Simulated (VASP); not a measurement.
# Co (P6_3/mmc) in VASP: further runs

The runs below take Co through single point, with PBE.

All numbers are computed with VASP 6.6.1; they aren't measurements. Logs are shortened: lines on timing, memory, paths and dates and some standing lists are left out, and cuts for length are marked.

### 1 The cell of the first run

It takes space group P6_3/mmc (No. 194, hexagonal). Conventional cell: a = 2.472 Å, b = 2.472 Å, c = 4.021 Å, α = 90.00°, β = 90.00°, γ = 120.00°. Co (site symmetry -6m2) has 12 Co at 2.47 Å within 3.3 Å.

### 2 Single point, PBE, collinear spin, ferromagnetic start

The input, INCAR:

```
SYSTEM = Co
PREC = Accurate ; ENCUT = 520
EDIFF = 1E-6 ; ISMEAR = -1
SIGMA = 0.05 ; LREAL = .FALSE.
LASPH = .TRUE. ; NELM = 150
ALGO = Fast ; ISIF = 2
LWAVE = .FALSE. ; LCHARG = .FALSE.
ISPIN = 2 ; MAGMOM = 3.5 3.5
LORBIT = 11 ; LMAXMIX = 4
GGA = PE ; NBANDS = 20
```

The input, KPOINTS:

```
Automatic mesh
0
G
  12 12 7
  0 0 0
```

The input, POSCAR:

```
Co
1.0
    2.4719999032      0.0000000000      0.0000000000
   -1.2359999516      2.1408147143      0.0000000000
    0.0000000000      0.0000000000      4.0211440800
Co
2
Direct
    0.6666666667      0.3333333333      0.7500000000
    0.3333333333      0.6666666667      0.2500000000
```

Potentials or basis: VASP PAW PBE potentials, release 64 (Co).

The run is started by

```
cat potpaw_PBE.64/Co/POTCAR > POTCAR
mpirun -np 1 vasp_std > vasp.out
```

OUTCAR:

```text
SYSTEM = Co
   PREC = Accurate
   ENCUT = 520
   EDIFF = 1E-6
   ISMEAR = -1
   LREAL = .FALSE.
   LASPH = .TRUE.
   NELM = 150
   ISIF = 2
   ISPIN = 2
   LORBIT = 11
   GGA = PE

 ion  position               nearest neighbor table
   1  0.667  0.333  0.750-   2 2.47   2 2.47   2 2.47   2 2.47   2 2.47   2 2.47
   2  0.333  0.667  0.250-   1 2.47   1 2.47   1 2.47   1 2.47   1 2.47   1 2.47

  LATTYP: Found a hexagonal cell.
 ALAT       =     2.4719999032
 C/A-ratio  =     1.6266764715

  Lattice vectors:

 A1 = (   2.4719999032,   0.0000000000,   0.0000000000)
 A2 = (  -1.2359999516,   2.1408147143,   0.0000000000)
 A3 = (   0.0000000000,   0.0000000000,   4.0211440800)

Analysis of symmetry for initial positions (statically):
=====================================================================
 Subroutine PRICEL returns:
 Original cell was already a primitive cell.

 Routine SETGRP: Setting up the symmetry group for a
 hexagonal supercell.

 Subroutine GETGRP returns: Found 24 space group operations
 (whereof 12 operations were pure point group operations)
 out of a pool of 24 trial point group operations.

The static configuration has the point symmetry D_3d.
 The point group associated with its full space group is D_6h.

Analysis of symmetry for dynamics (positions and initial velocities):
=====================================================================
 Subroutine PRICEL returns:
 Original cell was already a primitive cell.

 Routine SETGRP: Setting up the symmetry group for a
 hexagonal supercell.

 Subroutine GETGRP returns: Found 24 space group operations
 (whereof 12 operations were pure point group operations)
 out of a pool of 24 trial point group operations.

The dynamic configuration has the point symmetry D_3d.
 The point group associated with its full space group is D_6h.

Analysis of structural, dynamic, and magnetic symmetry:
=====================================================================
 Subroutine PRICEL returns:
 Original cell was already a primitive cell.

 Routine SETGRP: Setting up the symmetry group for a
 hexagonal supercell.

 Subroutine GETGRP returns: Found 24 space group operations
 (whereof 12 operations were pure point group operations)
 out of a pool of 24 trial point group operations.

The overall configuration has the point symmetry D_3d.
 The point group associated with its full space group is D_6h.

 Subroutine INISYM returns: Found 24 space group operations
 (whereof 12 operations are pure point group operations),
 and found     1 'primitive' translations

----------------------------------------------------------------------------------------

                                     Primitive cell

  volume of cell :      21.2803

  direct lattice vectors                    reciprocal lattice vectors
     2.471999903  0.000000000  0.000000000     0.404530760  0.233555943  0.000000000
    -1.235999952  2.140814714  0.000000000     0.000000000  0.467111887  0.000000000
     0.000000000  0.000000000  4.021144080     0.000000000  0.000000000  0.248685444

  length of vectors
     2.471999903  2.471999903  4.021144080     0.467111887  0.467111887  0.248685444

  position of ions in fractional coordinates (direct lattice)
     0.666666667  0.333333333  0.750000000
     0.333333333  0.666666667  0.250000000

  ion indices of the primitive-cell ions
   primitive index   ion index
                 1           1
                 2           2

----------------------------------------------------------------------------------------

 KPOINTS: Automatic mesh

Automatic generation of k-mesh.
 Grid dimensions read from file:
 generate k-points for:   12   12    7

 Generating k-lattice:

  Cartesian coordinates                     Fractional coordinates (reciprocal lattice)
     0.033710897  0.019462995  0.000000000     0.083333333 -0.000000000  0.000000000
     0.000000000  0.038925991  0.000000000     0.000000000  0.083333333  0.000000000
     0.000000000  0.000000000  0.035526492     0.000000000  0.000000000  0.142857143

  Length of vectors
     0.038925991  0.038925991  0.035526492

  Shift w.r.t. Gamma in fractional coordinates (k-lattice)
     0.000000000  0.000000000  0.000000000

 Subroutine IBZKPT returns following result:
 ===========================================

 Found     76 irreducible k-points:

 Following reciprocal coordinates:
            Coordinates               Weight
  0.000000  0.000000  0.000000      1.000000
  0.083333  0.000000  0.000000      6.000000
  0.166667  0.000000  0.000000      6.000000
  0.250000  0.000000  0.000000      6.000000
  0.333333  0.000000  0.000000      6.000000
  0.416667  0.000000  0.000000      6.000000
[... 16 lines left out ...]
  0.250000  0.000000  0.142857     12.000000
  0.333333  0.000000  0.142857     12.000000
 [... further k-points ...]
   k-points           NKPTS =     76   k-points in BZ     NKDIM =     76   number of bands    NBANDS=     20
   number of dos      NEDOS =    301   number of ions     NIONS =      2
   total plane-waves  NPLWV =   9720
   dimension x,y,z NGX =    18 NGY =   18 NGZ =   30
   dimension x,y,z NGXF=    36 NGYF=   36 NGZF=   60
   ions per type =               2
   NGX,Y,Z   is equivalent  to a cutoff of  12.11, 12.11, 12.40 a.u.
   NGXF,Y,Z  is equivalent  to a cutoff of  24.21, 24.21, 24.81 a.u.
 SYSTEM =  Co
   PREC   = accura    normal or accurate (medium, high low for compatibility)
   ISTART =      0    job   : 0-new  1-cont  2-samecut
   ICHARG =      2    charge: 1-file 2-atom 10-const
   ISPIN  =      2    spin polarized calculation?
   LNONCOLLINEAR =      F non collinear calculations
   LSORBIT =      F    spin-orbit coupling
   LASPH  =      T    aspherical Exc in radial PAW
   ENCUT  =  520.0 eV  38.22 Ry    6.18 a.u.   4.60  4.60  7.48*2*pi/ulx,y,z
   NELM   =    150;   NELMIN=  2; NELMDL= -5     # of ELM steps
   EDIFF  = 0.1E-05   stopping-criterion for ELM
   LREAL  =      F    real-space projection
   EDIFFG = 0.1E-04   stopping-criterion for IOM
   NSW    =      0    number of steps for IOM
   IBRION =     -1    ionic relax: 0-MD 1-quasi-New 2-CG
   NFREE  =      0    steps in history (QN), initial steepest desc. (CG)
   ISIF   =      2    stress and relaxation
   ISYM   =      2    0-nonsym 1-usesym 2-fastsym
[... 27 lines left out ...]
 maximum number of plane-waves:       585
   NGX =  9   NGY =  9   NGZ = 15

 number of electron      17.9999990 magnetization       3.1950780

 Free energy of the ion-electron system (eV)
  ---------------------------------------------------
  ext. energy  EPLUGINS =         0.00000000
  ---------------------------------------------------
  free energy    TOTEN  =       -14.06852905 eV

  energy without entropy =      -14.05270807  energy(sigma->0) =      -14.06061856

 E-fermi :  10.5282     XC(G=0): -13.5192

 val. band max:       10.5270223381   @ k =   0.2500   0.0000   0.2857
 cond. band min:      10.5413910314   @ k =   0.4167   0.0833   0.4286
 fundamental gap:      0.0143686932
 Fermi energy:        10.5282283990

 spin component 1

 k-point     1 :       0.0000    0.0000    0.0000
  band No.  band energies     occupation
      1       1.5106      1.00000
      2       5.3070      1.00000
      3       7.8656      1.00000
      4       7.9220      1.00000
      5       7.9220      1.00000
      6       8.2371      1.00000
[... 12 lines left out ...]
     19      36.8825      0.00000
     20      36.8825      0.00000

 k-point     2 :       0.0833    0.0000    0.0000
  band No.  band energies     occupation
      1       1.7585      1.00000
      2       5.4572      1.00000
      3       7.6703      1.00000
      4       8.0392      1.00000
      5       8.0805      1.00000
      6       8.1870      1.00000
[... 12 lines left out ...]
     19      38.1454      0.00000
     20      39.2811      0.00000

 k-point     3 :       0.1667    0.0000    0.0000
  band No.  band energies     occupation
      1       2.4747      1.00000
      2       5.8278      1.00000
      3       7.3973      1.00000
      4       7.7000      1.00000
      5       8.0029      1.00000
      6       8.3650      1.00000
[... 12 lines left out ...]
     19      37.3294      0.00000
     20      39.5095      0.00000

 k-point     4 :       0.2500    0.0000    0.0000
  band No.  band energies     occupation
      1       3.5548      1.00000
      2       6.1196      1.00000
      3       6.9565      1.00000
      4       7.2373      1.00000
      5       7.9024      1.00000
      6       8.1493      1.00000
[... 429 lines left out ...]
 k-point    23 :       0.2500    0.0000    0.1429
  band No.  band energies     occupation
      1       3.7129      1.00000
      2       6.1578      1.00000
      3       6.8466      1.00000
      4       7.2782      1.00000
      5       7.7827      1.00000
      6       8.1774      1.00000
[... 12 lines left out ...]
     19      35.7049      0.00000
     20      36.9574      0.00000

 k-point    24 :       0.3333    0.0000    0.1429
  band No.  band energies     occupation
      1       4.7898      1.00000
      2       6.0715      1.00000
      3       6.4512      1.00000
      4       7.2297      1.00000
      5       7.9653      1.00000
      6       8.0242      1.00000
[... 12 lines left out ...]
     19      34.0059      0.00000
     20      35.6405      0.00000

 [... further k-points ...]

 spin component 2

 k-point     1 :       0.0000    0.0000    0.0000
  band No.  band energies     occupation
      1       1.5114      1.00000
      2       6.2416      1.00000
      3       9.4814      1.00000
      4       9.5461      1.00000
      5       9.5461      1.00000
      6       9.9142      1.00000
[... 12 lines left out ...]
     19      37.1764      0.00000
     20      37.1764      0.00000

 k-point     2 :       0.0833    0.0000    0.0000
  band No.  band energies     occupation
      1       1.7602      1.00000
      2       6.4120      1.00000
      3       9.2469      1.00000
      4       9.6453      1.00000
      5       9.6747      1.00000
      6       9.7245      1.00000
[... 12 lines left out ...]
     19      38.0295      0.00000
     20      39.5754      0.00000

 k-point     3 :       0.1667    0.0000    0.0000
  band No.  band energies     occupation
      1       2.4837      1.00000
      2       6.8485      1.00000
      3       8.7702      1.00000
      4       8.8958      1.00000
      5       9.6117      1.00000
      6      10.0396      0.99994
[... 12 lines left out ...]
     19      37.4801      0.00000
     20      39.7979      0.00000

 k-point     4 :       0.2500    0.0000    0.0000
  band No.  band energies     occupation
      1       3.6015      1.00000
      2       7.2687      1.00000
      3       8.0722      1.00000
      4       8.5923      1.00000
      5       9.4504      1.00000
      6       9.8328      1.00000
[... 429 lines left out ...]
 k-point    23 :       0.2500    0.0000    0.1429
  band No.  band energies     occupation
      1       3.7730      1.00000
      2       7.2153      1.00000
      3       7.9600      1.00000
      4       8.6400      1.00000
      5       9.3423      1.00000
      6       9.8512      1.00000
[... 12 lines left out ...]
     19      36.0912      0.00000
     20      37.2763      0.00000

 k-point    24 :       0.3333    0.0000    0.1429
  band No.  band energies     occupation
      1       5.0453      1.00000
      2       7.2387      1.00000
      3       7.5993      1.00000
      4       8.4945      1.00000
      5       9.4266      1.00000
      6       9.6854      1.00000
[... 12 lines left out ...]
     19      34.3289      0.00000
     20      35.9750      0.00000

 [... further k-points ...]
[... 5 lines left out ...]
  --------------------------------------------------------------------------------------
  -------------------------------------------------------------------------------------
  Total        0.6331526      0.6331526      0.2635255     -0.0000000      0.0000000      0.0000000
  in kB       47.6696359     47.6696359     19.8406609     -0.0000000      0.0000000      0.0000000
  external PRESSURE =      38.3933109 kB  Pullay stress =       0.0000000 kB

 VOLUME and BASIS-vectors are now :
 -----------------------------------------------------------------------------
  energy-cutoff  :      520.00
  volume of cell :       21.28
      direct lattice vectors                 reciprocal lattice vectors
     2.471999903  0.000000000  0.000000000     0.404530760  0.233555943  0.000000000
    -1.235999952  2.140814714  0.000000000     0.000000000  0.467111887  0.000000000
     0.000000000  0.000000000  4.021144080     0.000000000  0.000000000  0.248685444

 POSITION                                       TOTAL-FORCE (eV/Angst)
 -----------------------------------------------------------------------------------
      1.23600      0.71360      3.01586        -0.000000      0.000000      0.000000
     -0.00000      1.42721      1.00529         0.000000      0.000000      0.000000
 -----------------------------------------------------------------------------------
    total drift:                                0.000000     -0.000000     -0.000000

  FREE ENERGIE OF THE ION-ELECTRON SYSTEM (eV)
  ---------------------------------------------------
  free  energy   TOTEN  =       -14.0685290506 eV

  energy  without entropy=      -14.0527080733  energy(sigma->0) =      -14.06061856

 total charge

# of ion       s       p       d       tot
------------------------------------------
    1        0.497   0.539   7.276   8.312
    2        0.497   0.539   7.276   8.312
--------------------------------------------------
tot          0.994   1.077  14.552  16.623

 magnetization (x)

# of ion       s       p       d       tot
------------------------------------------
    1       -0.015  -0.054   1.682   1.613
    2       -0.015  -0.054   1.682   1.613
--------------------------------------------------
tot         -0.030  -0.107   3.363   3.227
```

Wall time 68 s (1 thread of AMD EPYC 7R43 (Zen 3), shared host); peak memory 0.13 GiB.

What came out:

| Property | Result |
| --- | --- |
| Free energy | -14.0685 eV |
| Pressure | 3.8 GPa |
| Net moment | 3.20 μB per cell |
| Site moments | Co +1.61 μB |
| Valence electrons inside the program's atomic spheres | Co 8.31 |

### 3 Single point, PBE

The input, INCAR:

```
PREC = Accurate ; ENCUT = 520
EDIFF = 1E-7 ; ISMEAR = -1
SIGMA = 0.05 ; LREAL = F
LASPH = T ; NELM = 60
ALGO = Fast ; ISIF = 2
LWAVE = F ; LCHARG = T
GGA = PE ; LELF = T
LVHAR = T ; NBANDS = 16
```

The input, KPOINTS:

```
regular mesh
0
Gamma
  12 12 7
```

POSCAR is that of step 2.

Potentials or basis: VASP PAW PBE potentials, release 64 (Co).

The run is started by

```
cat potpaw_PBE.64/Co/POTCAR > POTCAR
mpirun -np 1 vasp_std > vasp.out
```

Run time: 31 s. Hardware: 1 thread of AMD EPYC 7R43 (Zen 3), shared host; peak memory 0.1 GiB.

It converged, with:

| Quantity | Value |
| --- | --- |
| Free energy | -13.6448 eV |
| Pressure | -7.6 GPa |
| Band gap on the k mesh | zero (band 9 reaches 10.79 eV, above the bottom of band 10 at 9.38 eV) |

Stress tensor (GPa, compression positive):
```
-6.95  0.00  0.00
 0.00 -6.95  0.00
 0.00  0.00 -8.96
```

Levels at points of the mesh, in eV from the Fermi level:
```
           k point  band 6  band 7  band 8  band 9  band 10  band 11  band 12  band 13
(0.00, 0.00, 0.00)   -1.47   -1.47   -1.07   -1.07    -0.11     0.09     0.09     6.95
(0.50, 0.00, 0.00)   -1.82   -1.45    0.25    0.33     0.41     1.93     3.91    10.05
```

Caveat: the run has no spin polarisation, though such a crystal can be magnetic. Spin polarisation is off, so any magnetic state and its effect on volume and gap are missing.

### 4 Single point, PBE, collinear spin, antiferromagnetic start

The input, INCAR:

```
SYSTEM = Co
PREC     = Accurate       ! precision mode
ENCUT    = 520            ! plane-wave cutoff, eV
EDIFF    = 1E-7           ! SCF threshold, eV
ISMEAR   = -1             ! smearing method
SIGMA    = 0.05           ! smearing width, eV
LREAL    = .False.        ! projectors in reciprocal space
LASPH    = .True.         ! aspherical terms in the spheres
NELM     = 150            ! most SCF steps
ALGO     = Normal         ! electronic algorithm
ISIF     = 2              ! what is computed and relaxed
LWAVE    = .False.        ! write WAVECAR
LCHARG   = .False.        ! write CHGCAR
ISPIN    = 2              ! spin polarisation
MAGMOM   = 2 -2           ! initial moments
LORBIT   = 11             ! projections on sites
LMAXMIX  = 4              ! l up to which the mixer works
GGA      = PE             ! functional
NBANDS   = 20             ! bands
```

The input, KPOINTS:

```
Automatic mesh
0
Gamma
  12 12 7
  0 0 0
```

POSCAR is that of step 3.

The run is started by

```
cat potpaw_PBE.64/Co/POTCAR > POTCAR
mpirun -np 1 vasp_std > vasp.out
```

It took 87 s on 1 thread of AMD EPYC 7R43 (Zen 3), shared host; peak memory 0.13 GiB.

The run converged. Its results:

```yaml
Free_energy: -13.6443 eV
Pressure: -3.6 GPa
Band_gap_on_the_k_mesh: zero (filled and empty bands overlap)
Net_moment: 0.00 μB per cell
Site_moments: Co +0.84, -0.84 μB
Valence_electrons_inside_the_program's_atomic_spheres: Co 8.31
```

Stress tensor (GPa, compression positive):
```
-3.25  0.00  0.00
 0.00 -3.25  0.00
 0.00  0.00 -4.18
```

Levels at points of the mesh, in eV from the Fermi level:
Spin up:
```csv
k point,band 7,band 8,band 9,band 10,band 11,band 12
"(0.00, 0.00, 0.00)",-1.28,-1.18,-1.18,-0.19,0.20,0.20
"(0.50, 0.00, 0.00)",-1.44,-0.16,0.36,0.83,1.87,3.90
```
Spin down:
```
           k point  band 7  band 8  band 9  band 10  band 11  band 12
(0.00, 0.00, 0.00)   -1.28   -1.18   -1.18    -0.19     0.20     0.20
(0.50, 0.00, 0.00)   -1.44   -0.16    0.36     0.83     1.87     3.90
```

### 5 Single point, PBE, collinear spin, ferrimagnetic start

The input, INCAR:

```
SYSTEM = Co
PREC = Accurate
ENCUT = 520
EDIFF = 1E-6
ISMEAR = -1
SIGMA = 0.05
LREAL = .False.
LASPH = .True.
NELM = 150
ALGO = Normal
ISIF = 2
LWAVE = .False.
LCHARG = .False.
ISPIN = 2
MAGMOM = 2 -1
LORBIT = 11
LMAXMIX = 4
GGA = PE
NBANDS = 20
```

KPOINTS is that of step 4.

POSCAR is that of step 4.

The run is started by

```
cat potpaw_PBE.64/Co/POTCAR > POTCAR
mpirun -np 1 vasp_std > vasp.out
```

Run time: 76 s. Hardware: 1 thread of AMD EPYC 7R43 (Zen 3), shared host; peak memory 0.13 GiB.

The run converged. Its results:

```
Free energy                                           : -13.6443 eV
Pressure                                              : -3.6 GPa
Band gap on the k mesh                                : zero (filled and empty bands overlap)
Net moment                                            : 0.00 μB per cell
Site moments                                          : Co +0.84, -0.84 μB
Valence electrons inside the program's atomic spheres : Co 8.31
```

Stress tensor (GPa, compression positive):
```
-3.27  0.00  0.00
 0.00 -3.27  0.00
 0.00  0.00 -4.20
```

Levels at points of the mesh, in eV from the Fermi level:
Spin up:
```
           k point  band 7  band 8  band 9  band 10  band 11  band 12
(0.00, 0.00, 0.00)   -1.28   -1.19   -1.19    -0.19     0.20     0.20
(0.50, 0.00, 0.00)   -1.44   -0.16    0.36     0.82     1.87     3.90
```
Spin down:
| k point | band 5 | band 6 | band 7 | band 8 | band 9 | band 10 | band 11 | band 12 | band 13 | band 14 |
| --- | --- | --- | --- | --- | --- | --- | --- | --- | --- | --- |
| (0.00, 0.00, 0.00) | -1.93 | -1.28 | -1.28 | -1.19 | -1.19 | -0.19 | 0.20 | 0.20 | 6.91 | 22.11 |
| (0.50, 0.00, 0.00) | -2.10 | -1.82 | -1.44 | -0.16 | 0.36 | 0.82 | 1.87 | 3.90 | 9.97 | 10.68 |

### 6 The runs side by side

| spin | gap on the mesh (eV) | pressure (GPa) | moment (μB) |
| --- | --- | --- | --- |
| collinear, ferromagnetic start | none | 3.8 | 3.20 |
| off | none | -7.6 | - |
| collinear, antiferromagnetic start | none | -3.6 | 0.00 |
| collinear, ferrimagnetic start | none | -3.6 | 0.00 |

Alike in all rows: task single point; level PBE; potentials or basis VASP PAW PBE potentials, release 64 (Co); cell as given; k mesh 12 × 12 × 7; cutoff (eV) 520; smearing fermi-dirac 0.05 eV.

Every run on the cell as given and a fine mesh finds a metal.

Absolute energies hang on the potentials; compare differences alone.
